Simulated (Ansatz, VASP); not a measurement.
MgCd2Te3: VASP beside Ansatz

INCAR

```
SYSTEM = MgCd2Te3
ALGO = Normal ; EDIFF = 1E-6
ENCUT = 600 ; GGA = PE
GGA_COMPAT = .FALSE. ; ISIF = 2
ISMEAR = 0 ; LASPH = .TRUE.
LCHARG = .FALSE. ; LREAL = .FALSE.
LWAVE = .FALSE. ; NBANDS = 56
NELM = 120 ; PREC = Accurate
SIGMA = 0.1
```

KPOINTS

```
k-points
0
G
  6 6 1
  0 0 0
```

Contents of POSCAR:

```
MgCd2Te3
1.0
    4.3044498600      0.0000000000      0.0000000000
   -2.1522249300      3.7277629300      0.0000000000
    0.0000000000      0.0000000000     21.0267337900
Mg Cd Te
2 4 6
Direct
    0.0000000000      0.0000000000      0.5000000000
    0.0000000000      0.0000000000      0.0000000000
    0.0000000000      0.0000000000      0.8333333300
    0.0000000000      0.0000000000      0.1666666700
    0.0000000000      0.0000000000      0.6666666700
    0.0000000000      0.0000000000      0.3333333300
    0.3333333300      0.6666666700      0.7500000000
    0.3333333300      0.6666666700      0.0833333300
    0.3333333300      0.6666666700      0.4166666700
    0.6666666700      0.3333333300      0.9166666700
    0.6666666700      0.3333333300      0.2500000000
    0.6666666700      0.3333333300      0.5833333300
```

Input for Ansatz:

```yaml
crystal:
  lattice:
    - [4.30444986, 0.0, 0.0]
    - [-2.15222493, 3.72776293, 0.0]
    - [0.0, 0.0, 21.02673379]
  atoms:
    - { symbol: Mg, position: [0.0, 0.0, 0.5] }
    - { symbol: Mg, position: [0.0, 0.0, 0.0] }
    - { symbol: Cd, position: [0.0, 0.0, 0.83333333] }
    - { symbol: Cd, position: [0.0, 0.0, 0.16666667] }
    - { symbol: Cd, position: [0.0, 0.0, 0.66666667] }
    - { symbol: Cd, position: [0.0, 0.0, 0.33333333] }
    - { symbol: Te, position: [0.33333333, 0.66666667, 0.75] }
    - { symbol: Te, position: [0.33333333, 0.66666667, 0.08333333] }
    - { symbol: Te, position: [0.33333333, 0.66666667, 0.41666667] }
    - { symbol: Te, position: [0.66666667, 0.33333333, 0.91666667] }
    - { symbol: Te, position: [0.66666667, 0.33333333, 0.25] }
    - { symbol: Te, position: [0.66666667, 0.33333333, 0.58333333] }
basis:
  ecutwfc: 420
kpoints:
  mp_grid: { grid: [6, 6, 1] }
hamiltonian:
  xc: pbe
scf:
  occupations: { method: gaussian, width: 0.1 }
  lower_state_search: "off"
output:
  forces: true
  stress: true
  eigenvalues: true
```

Alike in both runs: task single point; functional PBE; k mesh 6 × 6 × 1; occupations gaussian, width 0.1 eV; no spin polarisation.

```csv
,VASP,Ansatz
version,VASP 6.6.1,Ansatz 0.2.0
potentials or method,"VASP PAW PBE potentials, release 64 (Mg, Cd, Te), cutoff 600 eV","scalar-relativistic, plane waves, PAW"
valence electrons in the cell,88,196
```

|  | VASP | Ansatz | Ansatz less VASP |
| --- | --- | --- | --- |
| gap on the k mesh at the Fermi level (eV) | none | none | - |
| pressure (GPa) | 0.6 | 0.5 | -0.07 |
| traceless stress, the component that is largest in VASP (GPa) | 0.09 | 0.11 | +0.014 |
| rms of the force components (eV/Å) | 0.118 | 0.111 | -0.0073 |

Atom by atom the forces differ by 0.007 eV/Å (rms over components). A gap of «none» marks a metal or a gap that the smearing closes. VASP's potentials hold 88 valence electrons a cell and Ansatz's 196, so a difference there can come from the potentials and not from the codes.

Spin-orbit coupling is off throughout.
